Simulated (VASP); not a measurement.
Set up this calculation in VASP 6.6.1, as the native input.

```yaml
Task: single point
Functional: PBE
Potentials_or_basis: VASP PAW PBE potentials, release 64 (Sb)
Cutoff: 500 eV
k_mesh: 12 × 12 × 12
Occupations: gaussian, width 0.015 eV
Spin: no spin polarisation
Dipole_correction: no
Further_INCAR_settings: ALGO = Normal; EDIFF = 1e-06; NBANDS = 8
```

The structure of Sb lies in POSCAR:

```
Sb
1.0
   -1.5765401831      1.5765401831      2.7119384313
    1.5765401831     -1.5765401831      2.7119384313
    1.5765401831      1.5765401831     -2.7119384313
Sb
1
Direct
    0.0000000000      0.0000000000      0.0000000000
```

The input as run:

INCAR

```
ALGO = Normal
EDIFF = 1E-6
ENCUT = 500
GGA = PE
GGA_COMPAT = False
ISIF = 2
ISMEAR = 0
LASPH = True
LCHARG = False
LREAL = False
LWAVE = False
NBANDS = 8
NELM = 120
PREC = Accurate
SIGMA = 0.015
```

KPOINTS

```
k-points
0
Gamma
  12 12 12
```

Potentials or basis: VASP PAW PBE potentials, release 64 (Sb).

The run is started by

```sh
$ cat potpaw_PBE.64/Sb/POTCAR > POTCAR
$ mpirun -np 1 vasp_std > vasp.out
```

Results of the run:

```
Pressure : 1.7 GPa
```

It took 52 s on 1 thread of AMD EPYC 7R13, with other jobs on the host, peak memory 0.15 GiB.
